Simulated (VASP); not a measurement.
# CaVO3 (Pm-3m) in VASP: single point with LDA

Aim: the single point of CaVO3 with LDA.

All numbers are computed with VASP 6.6.1; they aren't measurements. Logs are shortened: lines on timing, memory, paths and dates and some standing lists are left out, and cuts for length are marked.

### Step 1. The cell of the first run

It takes space group Pm-3m (No. 221, cubic). Conventional cell: a = 3.830 Å, b = 3.830 Å, c = 3.830 Å, α = 90.00°, β = 90.00°, γ = 90.00°. Ca (site symmetry m-3m) has 12 O at 2.71 Å and 8 V at 3.32 Å within 3.6 Å. Within 2.5 Å of V (site symmetry m-3m) lie 6 O at 1.92 Å. O (site symmetry 4/mmm) has 2 V at 1.92 Å within 2.5 Å.

### Step 2. Single point, LDA, collinear spin, ferromagnetic start

The input, INCAR:

```
SYSTEM = CaVO3
PREC     = Accurate       ! precision mode
ENCUT    = 600            ! plane-wave cutoff, eV
EDIFF    = 1E-6           ! SCF threshold, eV
ISMEAR   = 0              ! smearing method
SIGMA    = 0.1            ! smearing width, eV
LREAL    = .False.        ! projectors in reciprocal space
LASPH    = .True.         ! aspherical terms in the spheres
NELM     = 200            ! most SCF steps
ALGO     = Normal         ! electronic algorithm
ISIF     = 2              ! what is computed and relaxed
LWAVE    = .False.        ! write WAVECAR
LCHARG   = .False.        ! write CHGCAR
ISPIN    = 2              ! spin polarisation
MAGMOM   = 0 1 0 0 0      ! initial moments
LORBIT   = 11             ! projections on sites
LMAXMIX  = 4              ! l up to which the mixer works
GGA      = CA             ! functional
NBANDS   = 32             ! bands
GGA_COMPAT= .False.
```

The input, KPOINTS:

```
regular mesh
0
Gamma
  6 6 6
  0 0 0
```

The input, POSCAR:

```
CaVO3
1.0
    3.8304060000      0.0000000000      0.0000000000
    0.0000000000      3.8304060000      0.0000000000
    0.0000000000      0.0000000000      3.8304060000
Ca V O
1 1 3
Direct
    0.0000000000      0.0000000000      0.0000000000
    0.5000000000      0.5000000000      0.5000000000
    0.5000000000      0.5000000000      0.0000000000
    0.0000000000      0.5000000000      0.5000000000
    0.5000000000      0.0000000000      0.5000000000
```

Potentials or basis: VASP PAW LDA potentials, release 64 (Ca_sv, V_sv, O).

The run is started by

```sh
$ cat potpaw_LDA.64/Ca_sv/POTCAR potpaw_LDA.64/V_sv/POTCAR potpaw_LDA.64/O/POTCAR > POTCAR
$ mpirun -np 1 vasp_std > vasp.out
```

OUTCAR:

```text
SYSTEM = CaVO3
   PREC = Accurate
   ENCUT = 600
   EDIFF = 1E-6
   ISMEAR = 0
   LREAL = .False.
   LASPH = .True.
   NELM = 200
   ISIF = 2
   ISPIN = 2
   LORBIT = 11
   GGA = CA

 ion  position               nearest neighbor table
   1  0.000  0.000  0.000-
   2  0.500  0.500  0.500-   3 1.92   4 1.92   5 1.92   3 1.92   5 1.92   4 1.92
   3  0.500  0.500  0.000-   2 1.92   2 1.92
   4  0.000  0.500  0.500-   2 1.92   2 1.92
   5  0.500  0.000  0.500-   2 1.92   2 1.92

  LATTYP: Found a simple cubic cell.
 ALAT       =     3.8304060000

  Lattice vectors:

 A1 = (   3.8304060000,   0.0000000000,   0.0000000000)
 A2 = (   0.0000000000,   3.8304060000,   0.0000000000)
 A3 = (   0.0000000000,   0.0000000000,   3.8304060000)

Analysis of symmetry for initial positions (statically):
=====================================================================
 Subroutine PRICEL returns:
 Original cell was already a primitive cell.

 Routine SETGRP: Setting up the symmetry group for a
 simple cubic supercell.

 Subroutine GETGRP returns: Found 48 space group operations
 (whereof 48 operations were pure point group operations)
 out of a pool of 48 trial point group operations.

The static configuration has the point symmetry O_h .

Analysis of symmetry for dynamics (positions and initial velocities):
=====================================================================
 Subroutine PRICEL returns:
 Original cell was already a primitive cell.

 Routine SETGRP: Setting up the symmetry group for a
 simple cubic supercell.

 Subroutine GETGRP returns: Found 48 space group operations
 (whereof 48 operations were pure point group operations)
 out of a pool of 48 trial point group operations.

The dynamic configuration has the point symmetry O_h .

Analysis of structural, dynamic, and magnetic symmetry:
=====================================================================
 Subroutine PRICEL returns:
 Original cell was already a primitive cell.

 Routine SETGRP: Setting up the symmetry group for a
 simple cubic supercell.

 Subroutine GETGRP returns: Found 48 space group operations
 (whereof 48 operations were pure point group operations)
 out of a pool of 48 trial point group operations.

The overall configuration has the point symmetry O_h .
[... 125 lines left out ...]
   GGA     = CA    functional components
   LHFCALC =     F    Hartree Fock is set to
   AEXX    =    0.0000 exact exchange contribution
   IVDW    =     0    specifies the selected vdW correction
   LEPSILON=     F    determine dielectric tensor
   LRPA    =     F    only Hartree local field effects (RPA)
 spin polarized calculation
 Gauss-broadening in eV      SIGMA  =   0.10
  energy-cutoff  :      600.00
  volume of cell :       56.20
 maximum number of plane-waves:      1924
 NGX is ok and might be reduce to    32
   NGX = 15   NGY = 15   NGZ = 15

 number of electron      41.0000001 magnetization       0.0002942

 Free energy of the ion-electron system (eV)
  ---------------------------------------------------
  ext. energy  EPLUGINS =         0.00000000
  ---------------------------------------------------
  free energy    TOTEN  =       -43.50217526 eV

  energy without entropy =      -43.49095678  energy(sigma->0) =      -43.49656602

 E-fermi :   5.9341     XC(G=0): -11.8791

 val. band max:        5.8739797877   @ k =   0.1667   0.1667   0.1667
 cond. band min:       5.9361099476   @ k =   0.1667   0.1667   0.0000
 fundamental gap:      0.0621301599
 Fermi energy:         5.9340908931

 spin component 1

 k-point     1 :       0.0000    0.0000    0.0000
  band No.  band energies     occupation
      1     -59.0714      1.00000
      2     -34.4837      1.00000
      3     -33.3424      1.00000
      4     -33.3424      1.00000
      5     -33.3424      1.00000
      6     -15.7474      1.00000
[... 689 lines left out ...]
     31      12.6249      0.00000
     32      17.2216      0.00000
 Fermi energy:         5.9340908931

 spin component 2

 k-point     1 :       0.0000    0.0000    0.0000
  band No.  band energies     occupation
      1     -59.0711      1.00000
      2     -34.4837      1.00000
      3     -33.3421      1.00000
      4     -33.3421      1.00000
      5     -33.3421      1.00000
      6     -15.7474      1.00000
[... 689 lines left out ...]
     31      12.6249      0.00000
     32      17.2216      0.00000

------------------------ aborting loop because EDIFF is reached ----------------------------------------

  FORCE on cell =-STRESS in cart. coord.  units (eV):
  Direction    XX          YY          ZZ          XY          YZ          ZX
  --------------------------------------------------------------------------------------
  -------------------------------------------------------------------------------------
  Total       -5.5762746     -5.5762746     -5.5762746      0.0000000     -0.0000000     -0.0000000
  in kB     -158.9718787   -158.9718787   -158.9718787      0.0000000     -0.0000000     -0.0000000
  external PRESSURE =    -158.9718787 kB  Pullay stress =       0.0000000 kB

 VOLUME and BASIS-vectors are now :
 -----------------------------------------------------------------------------
  energy-cutoff  :      600.00
  volume of cell :       56.20
      direct lattice vectors                 reciprocal lattice vectors
     3.830406000  0.000000000  0.000000000     0.261068931  0.000000000  0.000000000
     0.000000000  3.830406000  0.000000000     0.000000000  0.261068931  0.000000000
     0.000000000  0.000000000  3.830406000     0.000000000  0.000000000  0.261068931

 POSITION                                       TOTAL-FORCE (eV/Angst)
 -----------------------------------------------------------------------------------
      0.00000      0.00000      0.00000         0.000000      0.000000      0.000000
      1.91520      1.91520      1.91520         0.000000      0.000000      0.000000
      1.91520      1.91520      0.00000         0.000000      0.000000      0.000000
      0.00000      1.91520      1.91520         0.000000      0.000000      0.000000
      1.91520      0.00000      1.91520         0.000000      0.000000      0.000000
 -----------------------------------------------------------------------------------
    total drift:                                0.000000     -0.000000     -0.000000

  FREE ENERGIE OF THE ION-ELECTRON SYSTEM (eV)
  ---------------------------------------------------
  free  energy   TOTEN  =       -43.5021752591 eV

  energy  without entropy=      -43.4909567847  energy(sigma->0) =      -43.49656602

 total charge

# of ion       s       p       d       tot
------------------------------------------
    1        2.012   5.835   0.204   8.051
    2        2.292   6.358   2.976  11.626
    3        1.549   3.448   0.000   4.998
    4        1.549   3.448   0.000   4.998
    5        1.549   3.448   0.000   4.998
--------------------------------------------------
tot          8.952  22.539   3.180  34.671

 magnetization (x)

# of ion       s       p       d       tot
------------------------------------------
    1       -0.000   0.000   0.000   0.000
    2        0.000   0.000   0.000   0.000
    3       -0.000  -0.000   0.000  -0.000
    4       -0.000  -0.000   0.000  -0.000
    5       -0.000  -0.000   0.000  -0.000
--------------------------------------------------
tot          0.000  -0.000   0.000   0.000
```

Run time: 44 s. Hardware: 1 thread of Intel Xeon Platinum 8488C (Sapphire Rapids), shared host; peak memory 0.21 GiB.

What came out:

| Property | Result |
| --- | --- |
| Free energy | -43.5022 eV |
| Pressure | -15.9 GPa |
| Net moment | 0.00 μB per cell |
| Valence electrons inside the program's atomic spheres | Ca 8.05; V 11.63; O 5.00 |

Caveat: the cell stands under tension; semilocal functionals often make such compounds metallic where correlation or magnetic order opens a gap, which also shifts bond lengths. With open d or f shells a metallic result of LDA can be an artefact of self-interaction; +U or a hybrid may open a gap.
